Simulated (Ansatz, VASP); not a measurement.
# One calculation of BaTe, two programs

```
Ba Te
1.0
    -0.01717    3.42456    3.42456
     3.42456   -0.01717    3.42456
     3.42456    3.42456   -0.01717
Ba Te
1 1
Direct
  0.00000 0.00000 0.00000
  0.50000 0.50000 0.50000
```

Change from the starting cell: equal xy, yz and zx engineering shears of -0.5 %.

Alike in both runs: functional LDA; k mesh 6 × 6 × 6; no spin polarisation.

Ansatz relaxed the structure, and its values are those at the end. VASP's run is a single point on that final structure, the one shown.

```csv
,VASP,Ansatz
version,VASP 6.6.1,Ansatz 0.2.0
potentials or method,"VASP PAW LDA potentials, release 64 (Ba_sv, Te), cutoff 520 eV","all-electron LAPW, scalar-relativistic"
occupations,"gaussian, width 0.01 eV",fixed
```

```csv
,VASP,Ansatz,Ansatz less VASP
gap on the k mesh at the Fermi level (eV),1.24,1.34,+0.103
pressure (GPa),0.5,0.0,-0.45
```

LDA's correlation is that of Perdew and Zunger in VASP and of Perdew and Wang (1992) in Ansatz. Ansatz ran all-electron here, and VASP with PAW potentials.

Spin-orbit coupling is off throughout.
